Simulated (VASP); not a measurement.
Wanted: the native input for a VASP 6.6.1 run.

```
Task                   : electric field gradients
Functional             : PBEsol
Potentials or basis    : VASP PAW PBE potentials, release 64 (Cd, S)
Cutoff                 : 520 eV
k mesh                 : 7 × 7 × 7
Occupations            : fermi-dirac, width 0.02 eV
Spin                   : no spin polarisation
Dipole correction      : no
Further INCAR settings : ALGO = Normal; EDIFF = 1e-08; NBANDS = 16
```

The structure of CdS lies in POSCAR:

```
CdS
1.0
    0.0000000000      2.8828763328      2.8828763328
    2.8828763328      0.0000000000      2.8828763328
    2.8828763328      2.8828763328      0.0000000000
Cd S
1 1
Direct
    0.0000000000      0.0000000000      0.0000000000
    0.7500000000      0.7500000000      0.7500000000
```

This cell differs from its parent crystal: volume scaled by 0.94.

The input as run:

INCAR

```
PREC = Accurate
ENCUT = 520
EDIFF = 1E-8
ISMEAR = -1
SIGMA = 0.02
LREAL = False
LASPH = True
NELM = 60
ALGO = Normal
ISIF = 2
LWAVE = False
LCHARG = False
GGA = PS
LEFG = True
NBANDS = 16
```

KPOINTS

```
Automatic mesh
0
Gamma
  7 7 7
```

Potentials or basis: VASP PAW PBE potentials, release 64 (Cd, S).

Run with:

```console
$ cat potpaw_PBE.64/Cd/POTCAR potpaw_PBE.64/S/POTCAR > POTCAR
$ mpirun -np 1 vasp_std > vasp.out
```

It gave:

```yaml
Pressure: 2.5 GPa
Band_gap_on_the_k_mesh: 1.08 eV, direct
```

Caveat: without QUAD_EFG the Cq values of the log hold for a quadrupole moment of 1 mb, not for the nuclei; the PAW data sets were made with another functional, which shifts forces and pressure a little.

Run time: 11 s on 1 thread of Intel(R) Xeon(R) 6975P-C (Granite Rapids) (shared host), peak memory 0.16 GiB.
